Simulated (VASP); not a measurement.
TiAl5:

```
Al Ti
1.0
     3.21246    0.00000    0.00000
     0.00000    3.21246    0.00000
     0.00000    0.00000    9.63738
Al Ti
5 1
Direct
  0.00000 0.00000 0.00000
  0.50000 0.50000 0.16667
  0.00000 0.00000 0.33333
  0.50000 0.50000 0.50000
  0.00000 0.00000 0.66667
  0.50000 0.50000 0.83333
```

* Program: VASP 6.6.1
* Task: relaxation of cell and atoms
* Functional: PBEsol
* Potentials or basis: VASP PAW PBE potentials, release 64 (Al, Ti_sv)
* Cutoff: 600 eV
* k mesh: 12 × 12 × 4
* Occupations: gaussian, width 0.1 eV
* Spin: no spin polarisation

At the start: pressure -2.0 GPa; volume 16.58 Å³/atom.

**Question.** How do energy, volume and symmetry change on relaxing?

**Answer.** Over 24 steps the energy falls by 79.0 meV/atom and the volume is 16.30 Å³/atom (-1.6 %); space group P4/mmm (No. 123, to 0.05 Å).

The path:
| step | energy change (eV) | largest force (eV/Å) | pressure (GPa) | volume (Å³) |
| --- | --- | --- | --- | --- |
| 1 | 0.0000 | 0.2454 | -2.00 | 99.46 |
| 2 | -0.0368 | 0.1701 | 0.46 | 96.51 |
| 3 | -0.0382 | 0.1590 | 0.83 | 95.97 |
| 4 | -0.0726 | 0.1271 | 1.12 | 95.93 |
| 5 | -0.2308 | 0.1043 | 1.58 | 95.65 |
| 6 | -0.2405 | 1.3471 | 5.39 | 94.27 |
| 7 | -0.3520 | 0.3282 | 2.37 | 95.28 |
| 8 | -0.3758 | 0.6989 | 3.58 | 94.83 |
| 9 | -0.3816 | 0.5684 | 3.17 | 94.97 |
| 10 | -0.3967 | 0.6235 | 2.72 | 95.56 |
| 11 | -0.4015 | 0.7094 | 2.18 | 96.32 |
| 12 | -0.4019 | 0.6905 | 2.26 | 96.16 |
| 13 | -0.4166 | 0.6101 | 1.65 | 96.68 |
| 14 | -0.4427 | 0.3950 | -0.10 | 98.24 |
| 15 | -0.4223 | 0.0998 | -3.22 | 101.42 |
| 16 | -0.4465 | 0.2836 | -1.09 | 99.16 |
| 17 | -0.4537 | 0.2361 | -0.92 | 98.92 |
| 18 | -0.4685 | 0.1163 | -0.33 | 98.19 |
| 19 | -0.4654 | 0.1897 | 0.95 | 96.73 |
| 20 | -0.4727 | 0.0954 | 0.26 | 97.56 |
| 21 | -0.4736 | 0.0628 | 0.08 | 97.76 |
| 22 | -0.4740 | 0.0245 | -0.13 | 97.98 |
| 23 | -0.4741 | 0.0127 | -0.05 | 97.86 |
| 24 | -0.4741 | 0.0091 | 0.00 | 97.82 |

Final structure:
```
CELL_PARAMETERS angstrom
3.42703 0.00000 0.00000
0.00000 3.42703 0.00000
0.00000 0.00000 8.32880
ATOMIC_POSITIONS crystal
Al 0.00000 0.00000 0.99767
Al 0.50000 0.50000 0.16604
Al 0.00000 0.00000 0.33333
Al 0.50000 0.50000 0.50062
Al 0.00000 0.00000 0.66900
Ti 0.50000 0.50000 0.83333
```

Caveat: the PAW data sets were made with another functional, which shifts forces and pressure a little.
